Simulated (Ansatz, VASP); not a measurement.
# One calculation of AlN, two programs

```
Al N
1.0
     3.12976    0.00000    0.00000
    -1.56488    2.71045    0.00000
     0.00000    0.00000    5.01740
Al N
2 2
Direct
  0.66667 0.33333 0.49924
  0.33333 0.66667 0.99924
  0.66667 0.33333 0.88076
  0.33333 0.66667 0.38076
```

Alike in both runs: functional PBE; k mesh 10 × 10 × 6; no spin polarisation.

Ansatz relaxed the structure, and its values are those at the end. VASP's run is a single point on that final structure, the one shown.

```csv
,VASP,Ansatz
version,VASP 6.6.1,Ansatz 0.2.0
potentials or method,"VASP PAW PBE potentials, release 64 (Al, N), cutoff 520 eV",plane-wave PAW DFT
occupations,"gaussian, width 0.01 eV",fixed
valence electrons in the cell,16,16
```

Ansatz gave:

- pressure (GPa): 0.0

Problem. Which values does VASP return?

Solution. Pressure (GPa): -0.2.
